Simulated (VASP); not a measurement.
# HfB4 (R-3m) in VASP: notebook

Runs on HfB4. Level: PBE. Tasks: single point, relaxation of cell and atoms.

Everything below comes from runs of VASP 6.6.1. Logs are shortened: lines on timing, memory, paths and dates and some standing lists are left out, and cuts for length are marked.

## Step 1: The cell of the first run

It takes space group R-3m (No. 166, trigonal). Conventional cell: a = 3.446 Å, b = 3.446 Å, c = 13.691 Å, α = 90.00°, β = 90.00°, γ = 120.00°. Hf (site symmetry -3m) has 8 B at 2.05 Å within 2.7 Å. B (site symmetry 3m) has 7 B at 2.01 to 2.51 Å and 1 Hf at 2.05 Å within 2.7 Å. Within 2.7 Å of B (site symmetry 3m) lie 7 B at 2.01 to 2.51 Å and 3 Hf at 2.05 Å.

## Step 2: Single point, PBE

Contents of INCAR:

```
  PREC = Accurate
  ENCUT = 520
  EDIFF = 1E-6
  ISMEAR = 0
  SIGMA = 0.1
  LREAL = False
  LASPH = True
  NELM = 60
  ALGO = Normal
  ISIF = 2
  LWAVE = False
  LCHARG = True
  GGA = PE
  LELF = True
  LVHAR = True
  NBANDS = 19
```

Contents of KPOINTS:

```
Automatic mesh
0
Gamma
  6 6 6
```

Contents of POSCAR:

```
HfB4
1.0
    1.7228533800      0.9946898600      4.5637827900
   -1.7228533800      0.9946898600      4.5637827900
    0.0000000000     -1.9893797300      4.5637827900
Hf B
1 4
Direct
    0.5000000000      0.5000000000      0.5000000000
    0.6493987700      0.6493987700      0.6493987700
    0.3506012300      0.3506012300      0.3506012300
    0.7960845400      0.7960845400      0.7960845400
    0.2039154600      0.2039154600      0.2039154600
```

Potentials or basis: VASP PAW PBE potentials, release 64 (Hf_pv, B).

On the command line:

```
$ cat potpaw_PBE.64/Hf_pv/POTCAR potpaw_PBE.64/B/POTCAR > POTCAR
$ mpirun -np 1 vasp_std > vasp.out
```

OUTCAR:

```text
PREC = Accurate
   ENCUT = 520
   EDIFF = 1E-6
   ISMEAR = 0
   LREAL = False
   LASPH = True
   NELM = 60
   ISIF = 2
   GGA = PE

 ion  position               nearest neighbor table
   1  0.500  0.500  0.500-   2 2.05   3 2.05   5 2.05   5 2.05   4 2.05   4 2.05   5 2.05   4 2.05

   2  0.649  0.649  0.649-   4 2.01   3 2.04   3 2.04   3 2.04   1 2.05
   3  0.351  0.351  0.351-   5 2.01   2 2.04   2 2.04   2 2.04   1 2.05
   4  0.796  0.796  0.796-   2 2.01   1 2.05   1 2.05   1 2.05
   5  0.204  0.204  0.204-   3 2.01   1 2.05   1 2.05   1 2.05

  LATTYP: Found a trigonal (rhomboedric) cell.
 ALAT       =     4.9785284011
 COS(alpha) =     0.7604894454

  Lattice vectors:

 A1 = (   1.7228533800,   0.9946898600,   4.5637827900)
 A2 = (  -1.7228533800,   0.9946898600,   4.5637827900)
 A3 = (   0.0000000000,  -1.9893797300,   4.5637827900)

Analysis of symmetry for initial positions (statically):
=====================================================================
 Subroutine PRICEL returns:
 Original cell was already a primitive cell.

 Routine SETGRP: Setting up the symmetry group for a
 trigonal (rhombohedral) supercell.

 Subroutine GETGRP returns: Found 12 space group operations
 (whereof 12 operations were pure point group operations)
 out of a pool of 12 trial point group operations.

The static configuration has the point symmetry D_3d.

Analysis of symmetry for dynamics (positions and initial velocities):
=====================================================================
 Subroutine PRICEL returns:
 Original cell was already a primitive cell.

 Routine SETGRP: Setting up the symmetry group for a
 trigonal (rhombohedral) supercell.

 Subroutine GETGRP returns: Found 12 space group operations
 (whereof 12 operations were pure point group operations)
 out of a pool of 12 trial point group operations.

The dynamic configuration has the point symmetry D_3d.

 Subroutine INISYM returns: Found 12 space group operations
 (whereof 12 operations are pure point group operations),
 and found     1 'primitive' translations

----------------------------------------------------------------------------------------

                                     Primitive cell

  volume of cell :      46.9259

  direct lattice vectors                    reciprocal lattice vectors
     1.722853380  0.994689860  4.563782790     0.290216223  0.167556414  0.073038825
    -1.722853380  0.994689860  4.563782790    -0.290216223  0.167556414  0.073038825
     0.000000000 -1.989379730  4.563782790     0.000000000 -0.335112828  0.073038825

  length of vectors
     4.978528401  4.978528401  4.978528403     0.342979996  0.342979996  0.342979996

  position of ions in fractional coordinates (direct lattice)
     0.500000000  0.500000000  0.500000000
     0.649398770  0.649398770  0.649398770
     0.350601230  0.350601230  0.350601230
     0.796084540  0.796084540  0.796084540
     0.203915460  0.203915460  0.203915460

  ion indices of the primitive-cell ions
   primitive index   ion index
                 1           1
                 2           2
                 3           3
                 4           4
                 5           5

----------------------------------------------------------------------------------------

 KPOINTS: Automatic mesh

Automatic generation of k-mesh.
 Grid dimensions read from file:
 generate k-points for:    6    6    6

 Generating k-lattice:

  Cartesian coordinates                     Fractional coordinates (reciprocal lattice)
     0.048369370  0.027926069  0.012173138     0.166666667  0.000000000  0.000000000
    -0.048369370  0.027926069  0.012173138     0.000000000  0.166666667  0.000000000
     0.000000000 -0.055852138  0.012173137     0.000000000  0.000000000  0.166666667

  Length of vectors
     0.057163333  0.057163333  0.057163333

  Shift w.r.t. Gamma in fractional coordinates (k-lattice)
     0.000000000  0.000000000  0.000000000

 Subroutine IBZKPT returns following result:
 ===========================================

 Found     32 irreducible k-points:

 Following reciprocal coordinates:
            Coordinates               Weight
  0.000000  0.000000  0.000000      1.000000
  0.166667  0.000000 -0.000000      6.000000
  0.333333  0.000000 -0.000000      6.000000
  0.500000  0.000000 -0.000000      3.000000
  0.166667  0.166667 -0.000000      6.000000
  0.333333  0.166667 -0.000000     12.000000
[... 16 lines left out ...]
  0.500000  0.500000  0.166667      6.000000
 -0.333333  0.500000  0.166667     12.000000
 [... further k-points ...]
   k-points           NKPTS =     32   k-points in BZ     NKDIM =     32   number of bands    NBANDS=     19
   number of dos      NEDOS =    301   number of ions     NIONS =      5
   total plane-waves  NPLWV =  64000
   dimension x,y,z NGX =    40 NGY =   40 NGZ =   40
   dimension x,y,z NGXF=    80 NGYF=   80 NGZF=   80
   ions per type =               1   4
   NGX,Y,Z   is equivalent  to a cutoff of  13.36, 13.36, 13.36 a.u.
   NGXF,Y,Z  is equivalent  to a cutoff of  26.71, 26.71, 26.71 a.u.
 SYSTEM =  unknown system
   PREC   = accura    normal or accurate (medium, high low for compatibility)
   ISTART =      0    job   : 0-new  1-cont  2-samecut
   ICHARG =      2    charge: 1-file 2-atom 10-const
   ISPIN  =      1    spin polarized calculation?
   LNONCOLLINEAR =      F non collinear calculations
   LSORBIT =      F    spin-orbit coupling
   LASPH  =      T    aspherical Exc in radial PAW
   ENCUT  =  520.0 eV  38.22 Ry    6.18 a.u.   9.26  9.26  9.26*2*pi/ulx,y,z
   NELM   =     60;   NELMIN=  2; NELMDL= -5     # of ELM steps
   EDIFF  = 0.1E-05   stopping-criterion for ELM
   LREAL  =      F    real-space projection
   EDIFFG = 0.1E-04   stopping-criterion for IOM
   NSW    =      0    number of steps for IOM
   IBRION =     -1    ionic relax: 0-MD 1-quasi-New 2-CG
   NFREE  =      0    steps in history (QN), initial steepest desc. (CG)
   ISIF   =      2    stress and relaxation
   ISYM   =      2    0-nonsym 1-usesym 2-fastsym
   POTIM  = 0.5000    time-step for ionic-motion
   TEBEG  =    0.0;   TEEND  =   0.0 temperature during run
   PSTRESS=    0.0 pullay stress
   NELECT =      22.0000    total number of electrons
   NUPDOWN=      -1.0000    fix difference up-down
   EMIN   =  10.00;   EMAX   =-10.00  energy-range for DOS
   EFERMI =   0.00;   METHOD = LEGACY
   ISMEAR =     0;   SIGMA  =   0.10  broadening in eV -4-tet -1-fermi 0-gaus
   EFERMI_NEDOS =   21; number of points for ismear=-14 and -15
   IALGO  =     38    algorithm
   IMIX   =      4    mixing-type and parameters
     AMIX     =   0.40;   BMIX     =  1.00
     AMIX_MAG =   1.60;   BMIX_MAG =  1.00
  volume/ion in A,a.u.               =       9.39        63.33
  Fermi-wavevector in a.u.,A,eV,Ry     =   1.271779  2.403314 22.006360  1.617422
  Thomas-Fermi vector in A             =   2.404693
   LORBIT       =      0    0 simple, 1 ext, 2 COOP (PROOUT), +10 PAW based schemes
   GGA     = PE    functional components
   LHFCALC =     F    Hartree Fock is set to
   AEXX    =    0.0000 exact exchange contribution
   IVDW    =     0    specifies the selected vdW correction
   LEPSILON=     F    determine dielectric tensor
   LRPA    =     F    only Hartree local field effects (RPA)
 non-spin polarized calculation
 Gauss-broadening in eV      SIGMA  =   0.10
  energy-cutoff  :      520.00
  volume of cell :       46.93
 maximum number of plane-waves:      1282
 NGX is ok and might be reduce to    40
   NGX = 19   NGY = 19   NGZ = 19

 number of electron      22.0000000 magnetization

 Free energy of the ion-electron system (eV)
  ---------------------------------------------------
  ext. energy  EPLUGINS =         0.00000000
  ---------------------------------------------------
  free energy    TOTEN  =       -27.73615397 eV

  energy without entropy =      -27.73008726  energy(sigma->0) =      -27.73312061

 E-fermi :   6.3073     XC(G=0): -11.8620

 val. band max:        6.2918438189   @ k =   0.1667   0.1667  -0.0000
 cond. band min:       6.3224902997   @ k =   0.5000   0.5000   0.1667
 fundamental gap:      0.0306464809
 Fermi energy:         6.3072713180

 k-point     1 :       0.0000    0.0000    0.0000
  band No.  band energies     occupation
      1     -23.4020      2.00000
      2     -23.2198      2.00000
      3     -23.2198      2.00000
      4      -6.8401      2.00000
      5      -2.7394      2.00000
      6       0.2430      2.00000
[... 11 lines left out ...]
     18      11.1435      0.00000
     19      11.2638      0.00000

 k-point     2 :       0.1667    0.0000   -0.0000
  band No.  band energies     occupation
      1     -23.3873      2.00000
      2     -23.3552      2.00000
      3     -23.2576      2.00000
      4      -6.3149      2.00000
      5      -2.2828      2.00000
      6      -0.5050      2.00000
[... 11 lines left out ...]
     18      11.9710      0.00000
     19      12.0389      0.00000

 k-point     3 :       0.3333    0.0000   -0.0000
  band No.  band energies     occupation
      1     -23.6148      2.00000
      2     -23.3572      2.00000
      3     -23.3321      2.00000
      4      -5.0405      2.00000
      5      -1.4994      2.00000
      6      -1.2107      2.00000
[... 11 lines left out ...]
     18      12.9006      0.00000
     19      13.9577      0.00000

 k-point     4 :       0.5000    0.0000   -0.0000
  band No.  band energies     occupation
      1     -23.7390      2.00000
      2     -23.3687      2.00000
      3     -23.3421      2.00000
      4      -4.1133      2.00000
      5      -1.9004      2.00000
      6      -0.9068      2.00000
[... 11 lines left out ...]
     18      13.2009      0.00000
     19      14.7517      0.00000

 k-point     5 :       0.1667    0.1667   -0.0000
  band No.  band energies     occupation
      1     -23.3883      2.00000
      2     -23.3551      2.00000
      3     -23.2580      2.00000
      4      -6.2395      2.00000
      5      -2.4651      2.00000
      6      -0.3404      2.00000
[... 11 lines left out ...]
     18      11.1872      0.00000
     19      12.7227      0.00000

 k-point     6 :       0.3333    0.1667   -0.0000
  band No.  band energies     occupation
      1     -23.5277      2.00000
      2     -23.3670      2.00000
      3     -23.3381      2.00000
      4      -5.2471      2.00000
      5      -2.0117      2.00000
      6      -0.6033      2.00000
[... 11 lines left out ...]
     18      11.9779      0.00000
     19      13.8969      0.00000

 k-point     7 :       0.5000    0.1667   -0.0000
  band No.  band energies     occupation
      1     -23.6786      2.00000
      2     -23.4340      2.00000
      3     -23.3432      2.00000
      4      -3.9424      2.00000
      5      -1.7499      2.00000
      6      -0.5420      2.00000
[... 11 lines left out ...]
     18      13.2074      0.00000
     19      14.8093      0.00000

 k-point     8 :      -0.3333    0.1667    0.0000
  band No.  band energies     occupation
      1     -23.6785      2.00000
      2     -23.4340      2.00000
      3     -23.3421      2.00000
      4      -4.0417      2.00000
      5      -1.9095      2.00000
      6      -0.3376      2.00000
[... 256 lines left out ...]
 k-point    20 :       0.5000    0.3333    0.1667
  band No.  band energies     occupation
      1     -23.5277      2.00000
      2     -23.3712      2.00000
      3     -23.3388      2.00000
      4      -4.7213      2.00000
      5      -2.8676      2.00000
      6      -0.1049      2.00000
[... 11 lines left out ...]
     18      11.8000      0.00000
     19      14.6950      0.00000

 k-point    21 :      -0.3333    0.3333    0.1667
  band No.  band energies     occupation
      1     -23.6781      2.00000
      2     -23.4347      2.00000
      3     -23.3453      2.00000
      4      -3.5716      2.00000
      5      -1.7691      2.00000
      6      -1.1461      2.00000
[... 11 lines left out ...]
     18      13.0809      0.00000
     19      15.7113      0.00000

 k-point    22 :      -0.1667    0.3333    0.1667
  band No.  band energies     occupation
      1     -23.6779      2.00000
      2     -23.4347      2.00000
      3     -23.3431      2.00000
      4      -3.8456      2.00000
      5      -2.0900      2.00000
      6      -0.4634      2.00000
[... 11 lines left out ...]
     18      12.8321      0.00000
     19      14.5048      0.00000

 k-point    23 :       0.5000    0.5000    0.1667
  band No.  band energies     occupation
      1     -23.6138      2.00000
      2     -23.3637      2.00000
      3     -23.3337      2.00000
      4      -4.0590      2.00000
      5      -3.0872      2.00000
      6      -0.3209      2.00000
[... 11 lines left out ...]
     18      12.8401      0.00000
     19      15.1431      0.00000

 k-point    24 :      -0.3333    0.5000    0.1667
  band No.  band energies     occupation
      1     -23.6775      2.00000
      2     -23.4353      2.00000
      3     -23.3463      2.00000
      4      -3.2134      2.00000
      5      -2.1224      2.00000
      6      -1.3642      2.00000
[... 11 lines left out ...]
     18      13.2687      0.00000
     19      15.6476      0.00000

 [... further k-points ...]
[... 5 lines left out ...]
  --------------------------------------------------------------------------------------
  -------------------------------------------------------------------------------------
  Total       15.7745656     15.7745656     13.0661996      0.0000000     -0.0000000      0.0000000
  in kB      538.5868697    538.5868704    446.1158403      0.0000000     -0.0000003      0.0000000
  external PRESSURE =     507.7631935 kB  Pullay stress =       0.0000000 kB

 VOLUME and BASIS-vectors are now :
 -----------------------------------------------------------------------------
  energy-cutoff  :      520.00
  volume of cell :       46.93
      direct lattice vectors                 reciprocal lattice vectors
     1.722853380  0.994689860  4.563782790     0.290216223  0.167556414  0.073038825
    -1.722853380  0.994689860  4.563782790    -0.290216223  0.167556414  0.073038825
     0.000000000 -1.989379730  4.563782790     0.000000000 -0.335112828  0.073038825

 POSITION                                       TOTAL-FORCE (eV/Angst)
 -----------------------------------------------------------------------------------
      0.00000     -0.00000      6.84567         0.000000     -0.000000     -0.000000
      0.00000     -0.00000      8.89114         0.000000     -0.000000      7.084626
      0.00000     -0.00000      4.80020         0.000000      0.000000     -7.084626
      0.00000     -0.00000     10.89947         0.000000      0.000000     -3.334625
      0.00000     -0.00000      2.79188         0.000000     -0.000000      3.334625
 -----------------------------------------------------------------------------------
    total drift:                                0.000000      0.000000      0.000000

  FREE ENERGIE OF THE ION-ELECTRON SYSTEM (eV)
  ---------------------------------------------------
  free  energy   TOTEN  =       -27.7361539666 eV

  energy  without entropy=      -27.7300872609  energy(sigma->0) =      -27.73312061
```

Run time: 55 s. Hardware: 1 thread of AMD EPYC 7R43 (Zen 3), shared host; peak memory 0.2 GiB.

Results:

* Free energy: -27.7362 eV
* Pressure: 50.8 GPa
* Largest force: 7.085 eV/Å
* Band gap on the k mesh: zero (band 11 reaches 7.09 eV, above the bottom of band 12 at 5.69 eV)

Forces in eV/Å, atoms in the order of the input:
```
Hf   0.000  0.000  0.000
B    0.000  0.000  7.085
B    0.000  0.000 -7.085
B    0.000  0.000 -3.335
B    0.000  0.000  3.335
```

Levels at points of the mesh, in eV from the Fermi level:
| k point | band 8 | band 9 | band 10 | band 11 | band 12 | band 13 | band 14 | band 15 |
| --- | --- | --- | --- | --- | --- | --- | --- | --- |
| (0.00, 0.00, 0.00) | -5.61 | -1.36 | -1.36 | 0.23 | 1.79 | 3.15 | 3.93 | 3.93 |
| (0.50, 0.00, 0.00) | -4.17 | -4.08 | -2.73 | -0.61 | 0.46 | 1.17 | 1.81 | 2.36 |
| (0.50, 0.50, 0.00) | -4.82 | -3.20 | -1.55 | 0.35 | 0.82 | 1.09 | 2.03 | 2.26 |
| (0.50, 0.50, 0.50) | -5.41 | -1.08 | -1.08 | 0.75 | 0.99 | 1.15 | 1.15 | 2.62 |

Caveat: spin-orbit coupling is left out, which moves the levels of the heavy elements; forces of over 1 eV/Å act on the atoms, so gaps and moduli don't describe the material at rest.

## Step 3: Single point, PBE

This run uses another cell than the first one, of 11.57 Å³/atom, 1.233 times its volume.

Contents of INCAR:

```
PREC = Accurate ; ENCUT = 520
EDIFF = 1E-6 ; ISMEAR = 0
SIGMA = 0.1 ; LREAL = F
LASPH = T ; NELM = 100
ALGO = Normal ; ISIF = 2
LWAVE = F ; LCHARG = F
GGA = PE ; NBANDS = 19
```

KPOINTS is that of step 2.

Contents of POSCAR:

```
HfB4
1.0
    1.8981141024      1.0958766863      4.6363236966
   -1.8981141024      1.0958766863      4.6363236966
    0.0000000000     -2.1917533776      4.6363236954
Hf B
1 4
Direct
    0.5000000000      0.5000000000      0.5000000000
    0.6828346794      0.6828346794      0.6828346794
    0.3171653206      0.3171653206      0.3171653206
    0.7990660109      0.7990660109      0.7990660109
    0.2009339891      0.2009339891      0.2009339891
```

Potentials or basis: VASP PAW PBE potentials, release 64 (Hf_pv, B).

On the command line:

```
$ cat potpaw_PBE.64/Hf_pv/POTCAR potpaw_PBE.64/B/POTCAR > POTCAR
$ mpirun -np 1 vasp_std > vasp.out
```

Wall time 64 s (1 thread of AMD EPYC 7R43 (Zen 3), shared host); peak memory 0.21 GiB.

Results (log left out):

| Item | Value |
| --- | --- |
| Free energy | -32.6656 eV |
| Pressure | 0.1 GPa |
| Largest force | 0.013 eV/Å |
| Band gap on the k mesh | zero (band 11 reaches 4.36 eV, above the bottom of band 12 at 3.99 eV) |

Forces in eV/Å, atoms in the order of the input:
```
Hf   0.000  0.000  0.000
B    0.000  0.000 -0.003
B    0.000  0.000  0.003
B    0.000  0.000  0.013
B    0.000  0.000 -0.013
```

Levels at points of the mesh, in eV from the Fermi level:
| k point | band 7 | band 8 | band 9 | band 10 | band 11 | band 12 | band 13 | band 14 | band 15 | band 16 |
| --- | --- | --- | --- | --- | --- | --- | --- | --- | --- | --- |
| (0.00, 0.00, 0.00) | -4.56 | -4.56 | -0.07 | -0.07 | -0.01 | 1.23 | 2.40 | 2.43 | 2.43 | 4.28 |
| (0.50, 0.00, 0.00) | -4.07 | -3.62 | -2.94 | -2.91 | -1.21 | 0.35 | 1.38 | 3.10 | 3.49 | 4.29 |
| (0.50, 0.50, 0.00) | -5.13 | -2.88 | -2.82 | -0.75 | -0.35 | 0.06 | 1.65 | 1.94 | 2.59 | 3.84 |
| (0.50, 0.50, 0.50) | -4.32 | -3.52 | -1.45 | -0.69 | -0.69 | -0.26 | 1.96 | 2.16 | 2.16 | 5.56 |

Caveat: spin-orbit coupling is left out, which moves the levels of the heavy elements.

(Part 1 of 2 ends here.)
